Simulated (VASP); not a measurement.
Here is a VASP 6.6.1 calculation.

File INCAR:

```
PREC = Accurate ; ENCUT = 520
EDIFF = 1E-6 ; ISMEAR = 0
SIGMA = 0.05 ; LREAL = False
LASPH = True ; NELM = 80
ALGO = Normal ; ISIF = 2
LWAVE = False ; LCHARG = False
GGA = PE ; NBANDS = 11
```

Contents of KPOINTS:

```
regular mesh
0
Gamma
  12 12 12
```

Contents of POSCAR:

```
BN
1.0
    0.0000000000      1.8855210400      1.8130010000
    1.8855210400      0.0000000000      1.8130010000
    1.8855210400      1.8855210400      0.0000000000
B N
1 1
Direct
    0.0000000000      0.0000000000      0.0000000000
    0.7500000000      0.7500000000      0.7500000000
```

Potentials or basis: VASP PAW PBE potentials, release 64 (B, N).

Command:

```console
$ cat potpaw_PBE.64/B/POTCAR potpaw_PBE.64/N/POTCAR > POTCAR
$ mpirun -np 1 vasp_std > vasp.out
```

(1) Estimate the band gap on the k mesh.

(2) Estimate the pressure.

Results:

(1) 3.74 eV, indirect (least direct gap 8.01 eV).

(2) -25.5 GPa.

Caveat: the cell differs from its parent crystal (strain +0.040 along x and y, +0.000 along z).
